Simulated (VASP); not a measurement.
# Li2SiN3: single point with PBE

Crystal: Li2SiN3.

```
Li Si N
1.0
     3.73863    0.00000    0.00000
    -1.86932    3.23775    0.00000
     0.00000    0.00000    3.80436
Li Si N
2 1 3
Direct
  0.33333 0.66667 0.00000
  0.66667 0.33333 0.00000
  0.00000 0.00000 0.50000
  0.33333 0.66667 0.50000
  0.66667 0.33333 0.50000
  0.00000 0.00000 0.00000
```

The cell was generated, and may not be a known phase.

```json
{
 "Program": "VASP 6.6.1",
 "Task": "single point",
 "Functional": "PBE",
 "Potentials or basis": "VASP PAW PBE potentials, release 64 (Li_sv, Si, N)",
 "Cutoff": "520 eV",
 "k mesh": "12 × 12 × 10",
 "Occupations": "gaussian, width 0.1 eV",
 "Spin": "no spin polarisation",
 "Dipole correction": "no",
 "Further INCAR settings": "ALGO = Normal; EDIFF = 1e-07; NBANDS = 22"
}
```

```json
{
 "Band gap on the k mesh": "zero (an odd number of electrons rules out a gap without spin polarisation)"
}
```

Levels at points of the mesh, in eV from the Fermi level:
```tsv
k point	band 10	band 11	band 12	band 13	band 14	band 15	band 16	band 17
(0.00, 0.00, 0.00)	-3.89	-1.49	-0.13	0.56	0.56	1.46	8.84	8.84
(0.50, 0.00, 0.00)	-2.16	-1.30	-1.01	0.93	1.42	4.18	9.16	9.29
(0.00, 0.00, 0.50)	-2.48	-2.48	-1.73	-1.73	0.47	5.58	6.72	6.72
(0.50, 0.00, 0.50)	-1.42	-1.22	0.54	0.56	1.50	7.24	8.06	8.12
```

Wall time 3.8 min on 1 thread of AMD EPYC 7R13 (shared host), peak memory 0.19 GiB.
